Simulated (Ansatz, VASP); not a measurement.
One calculation of BaS, two programs

The input POSCAR:

```
BaS
1.0
    4.3601207102      0.0000000000      0.0000000000
   -2.1800603551      3.7759752986      0.0000000000
    0.0000000000      0.0000000000      3.9748508368
Ba S
1 1
Direct
    0.0000000000      0.0000000000      0.0000000000
    0.6666666667      0.3333333333      0.5000000000
```

File INCAR.step1:

```
ALGO = Normal
EDIFF = 1E-4
ENCUT = 520
GGA = PE
ISMEAR = 0
LASPH = True
LCHARG = False
LREAL = False
LWAVE = True
NBANDS = 15
NELM = 60
PREC = Accurate
SIGMA = 0.05
```

Contents of INCAR.step2:

```
ALGO = Normal
EDIFF = 1E-7
ENCUT = 520
ISIF = 2
ISMEAR = 0
ISTART = 1
LASPH = True
LCHARG = True
LELF = True
LMIXTAU = True
LREAL = False
LVHAR = True
LWAVE = False
METAGGA = R2SCAN
NBANDS = 15
NELM = 60
PREC = Accurate
SIGMA = 0.05
```

KPOINTS

```
k-points
0
Gamma
  6 6 6
```

Input for Ansatz:

```yaml
crystal:
  lattice:
    - [4.3601207102, 0.0, 0.0]
    - [-2.1800603551, 3.7759752986, 0.0]
    - [0.0, 0.0, 3.9748508368]
  atoms:
    - { symbol: Ba, position: [-3.700743415525e-17, 0.0, 0.0] }
    - { symbol: S, position: [0.6666666666667, 0.3333333333333, 0.5] }
basis:
  ecutwfc: 500
  ecutrho_ratio: 4
kpoints:
  mp_grid: { grid: [6, 6, 6] }
hamiltonian:
  xc: r2scan
scf:
  occupations: { method: gaussian, width: 0.05 }
  n_extra_bands: 2
output:
  forces: true
  stress: true
  write_density: true
  write_potential: true
  elf: true
  volumetric_format: npy
```

Alike in both runs: task single point; functional r2SCAN; k mesh 6 × 6 × 6; occupations gaussian, width 0.05 eV; no spin polarisation.

```csv
,VASP,Ansatz
version,VASP 6.6.1,Ansatz 0.2.0
potentials or method,"VASP PAW PBE potentials, release 64 (Ba_sv, S), cutoff 520 eV","scalar-relativistic, plane waves, PAW"
valence electrons in the cell,16,16
```

```csv
,VASP,Ansatz,Ansatz less VASP
gap on the k mesh at the Fermi level (eV),2.33,2.40,+0.064
pressure (GPa),0.6,0.0,-0.62
"traceless stress, the component that is largest in VASP (GPa)",0.18,0.09,-0.095
```

VASP's potentials were made for PBE, not for r2SCAN. The functional is the same, so the differences come from potentials, cutoffs and numerics.

Spin-orbit coupling is off throughout.
